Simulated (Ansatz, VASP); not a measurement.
# BaTiO3 in VASP and in Ansatz

Contents of POSCAR:

```
BaTiO3
1.0
    3.8571948921      0.0000000000      0.0000000000
    0.0000000000      2.7811586616      2.8742108424
    0.0000000000     -2.7811586616      2.8742108424
Ba Ti O
1 1 3
Direct
    0.0000000000      0.0062250858      0.0062250858
    0.5000000000      0.5197879801      0.5197879801
    0.0000000000      0.4895285715      0.4895285715
    0.5000000000      0.4949088701      0.9864294925
    0.5000000000      0.9864294925      0.4949088701
```

File INCAR.step1:

```
PREC = Accurate
ENCUT = 520
ISMEAR = 0
SIGMA = 0.01
LREAL = F
LASPH = T
NELM = 100
NBANDS = 28
GGA = PE
ALGO = Normal
EDIFF = 1E-4
LWAVE = T
LCHARG = F
```

INCAR.step2

```
PREC = Accurate
ENCUT = 520
EDIFF = 1E-6
ISMEAR = 0
SIGMA = 0.01
LREAL = F
LASPH = T
NELM = 100
ALGO = Normal
ISIF = 2
LWAVE = F
LCHARG = T
METAGGA = R2SCAN
LMIXTAU = T
LELF = T
LVHAR = T
NBANDS = 28
ISTART = 1
```

The input KPOINTS:

```
Automatic mesh
0
Gamma
  6 6 6
```

Input for Ansatz:

```yaml
crystal:
  lattice:
    - [3.8571948921, 0.0, 0.0]
    - [0.0, 2.7811586616, 2.8742108424]
    - [0.0, -2.7811586616, 2.8742108424]
  atoms:
    - { symbol: Ba, position: [0.0, 0.0062250858, 0.0062250858] }
    - { symbol: Ti, position: [0.5, 0.5197879801, 0.5197879801] }
    - { symbol: O, position: [0.0, 0.4895285715, 0.4895285715] }
    - { symbol: O, position: [0.5, 0.4949088701, 0.9864294925] }
    - { symbol: O, position: [0.5, 0.9864294925, 0.4949088701] }
kpoints:
  mp_grid: { grid: [6, 6, 6] }
  band_path:
    path:
      - [0.0, 0.0, 0.0]
      - [0.0, 0.5, 0.5]
      - [0.0, 0.502855988, 0.497144012]
      - [0.0, 0.497144012, -0.497144012]
      - [0.5, 0.0, 0.0]
      - [0.5, 0.497144012, -0.497144012]
      - [0.5, 0.502855988, 0.497144012]
      - [0.5, 0.5, 0.5]
      - [0.0, 0.5, 0.0]
    npoints: 1
hamiltonian:
  xc: r2scan
scf:
  occupations: { method: fixed }
  n_extra_bands: 5
output:
  forces: true
  stress: true
  eigenvalues: true
```

Change from the starting cell: biaxial_xy strain -2.7%.

Alike in both runs: task single point; functional r2SCAN; k mesh 6 × 6 × 6; no spin polarisation.

```csv
,VASP,Ansatz
version,VASP 6.6.1,Ansatz 0.2.0
potentials or method,"VASP PAW PBE potentials, release 64 (Ba_sv, Ti_sv, O)","plane waves, PAW"
plane-wave cutoff (eV),520,500
occupations,"gaussian, width 0.01 eV",fixed
valence electrons in the cell,40,40
```

VASP gave:

| Item | Value |
| --- | --- |
| gap on the k mesh at the Fermi level (eV) | 2.51 |
| pressure (GPa) | 11.3 |
| traceless stress, the component that is largest in VASP (GPa) | -5.81 |
| rms of the force components (eV/Å) | 0.053 |

Task: Estimate Ansatz's values.

Result: gap on the k mesh at the Fermi level (eV): 2.53; pressure (GPa): 9.0; traceless stress, the component that is largest in VASP (GPa): -5.64; rms of the force components (eV/Å): 0.000.

VASP's potentials were made for PBE, not for r2SCAN. Atom by atom the forces differ by 0.053 eV/Å (rms over components).

Spin-orbit coupling is off throughout.
